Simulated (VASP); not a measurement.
Runs of VASP 6.6.1 on Ti. The structure is that of space group P6_3/mmc (No. 194), or close to it. The cells are those of the table. 

```csv
cell,further INCAR settings,gap on the mesh (eV),pressure (GPa),largest force (eV/Å)
"a = 2.900, b = 2.803, c = 4.591 Å, angles 90.0, 90.0, 121.2°, 2 atoms",ALGO = Fast; EDIFF = 1e-07; NBANDS = 19,none,(b),0.12
"a = 2.900, b = 2.835, c = 4.591 Å, angles 90.0, 90.0, 120.8°, 2 atoms",ALGO = Fast; EDIFF = 1e-07; NBANDS = 19,none,3.4,0.08
"a = 2.900, b = 3.032, c = 4.591 Å, angles 90.0, 90.0, 118.6°, 2 atoms",ALGO = Fast; EDIFF = 1e-06; NBANDS = 19,none,-6.6,0.15
"a = 2.900, b = 2.868, c = 4.591 Å, angles 90.0, 90.0, 120.4°, 2 atoms",ALGO = Fast; EDIFF = 1e-06; NBANDS = 19,none,(a),0.04
"a = 2.900, b = 2.771, c = 4.591 Å, angles 90.0, 90.0, 121.6°, 2 atoms",ALGO = Fast; EDIFF = 1e-07; NBANDS = 19,none,7.6,0.16
"a = 2.900, b = 3.015, c = 4.591 Å, angles 90.0, 90.0, 118.7°, 2 atoms",ALGO = Fast; EDIFF = 1e-06; NBANDS = 19,none,-5.6,0.13
"a = 2.900, b = 2.999, c = 4.591 Å, angles 90.0, 90.0, 118.9°, 2 atoms",ALGO = Fast; EDIFF = 1e-06; NBANDS = 19,none,-5.1,0.11
```

Alike in all rows: task single point; level PBEsol; potentials or basis VASP PAW PBE potentials, release 64 (Ti_sv); no spin polarisation; k mesh 24 × 24 × 14; cutoff (eV) 520; smearing gaussian 0.15 eV.

Task: Fill in the values left out.

Result: (a) 1.3; (b) 5.5.

Caveats: the PAW data sets were made with another functional, which shifts forces and pressure a little; the cell stands under pressure (at least some runs); the cell stands under tension (at least some runs).

A gap of «none» marks levels without a gap at the run's occupations.
